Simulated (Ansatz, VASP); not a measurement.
**One calculation of PbO2, two programs**

The input INCAR:

```
PREC = Accurate
ENCUT = 520
EDIFF = 1E-6
ISMEAR = -1
SIGMA = 0.05
LREAL = False
LASPH = True
NELM = 80
ALGO = Normal
ISIF = 2
LWAVE = False
LCHARG = True
LELF = True
LVHAR = True
NBANDS = 20
```

File KPOINTS:

```
regular mesh
0
Gamma
  9 9 9
```

The input POSCAR:

```
PbO2
1.0
    0.0000000000      2.6468338291      2.6468338291
    2.6468338291      0.0000000000      2.6468338291
    2.6468338291      2.6468338291      0.0000000000
Pb O
1 2
Direct
    0.0000000000      0.0000000000      0.0000000000
    0.7500000000      0.7500000000      0.7500000000
    0.2500000000      0.2500000000      0.2500000000
```

The input input.yaml:

```yaml
crystal:
  lattice:
    - [0.0, 2.6468338291, 2.6468338291]
    - [2.6468338291, 0.0, 2.6468338291]
    - [2.6468338291, 2.6468338291, 0.0]
  atoms:
    - { symbol: Pb, position: [0.0, 0.0, 0.0] }
    - { symbol: O, position: [0.75, 0.75, 0.75] }
    - { symbol: O, position: [0.25, 0.25, 0.25] }
kpoints:
  mp_grid: { grid: [9, 9, 9] }
scf:
  occupations: { method: fermi_dirac, width: 0.05 }
hamiltonian:
  xc: lda
  pseudopotentials: { kind: all_electron, lapw: { basis_error: 0.002 } }
output:
  forces: true
  stress: true
  eigenvalues: true
```

Change from the starting cell: volume scaled by 0.94.

Alike in both runs: task single point; functional LDA; k mesh 9 × 9 × 9; occupations fermi-dirac, width 0.05 eV; no spin polarisation.

|  | VASP | Ansatz |
| --- | --- | --- |
| version | VASP 6.6.1 | Ansatz 0.2.0 |
| potentials or method | VASP PAW LDA potentials, release 64 (Pb_d, O), cutoff 520 eV | all-electron LAPW, scalar-relativistic |

```tsv
	VASP	Ansatz	Ansatz less VASP
gap on the k mesh at the Fermi level (eV)	none	none	-
pressure (GPa)	-1.0	-1.4	-0.36
```

LDA's correlation is that of Perdew and Zunger in VASP and of Perdew and Wang (1992) in Ansatz. A gap of «none» marks a metal or a gap that the smearing closes. Ansatz ran all-electron here, and VASP with PAW potentials.

Spin-orbit coupling is off throughout.
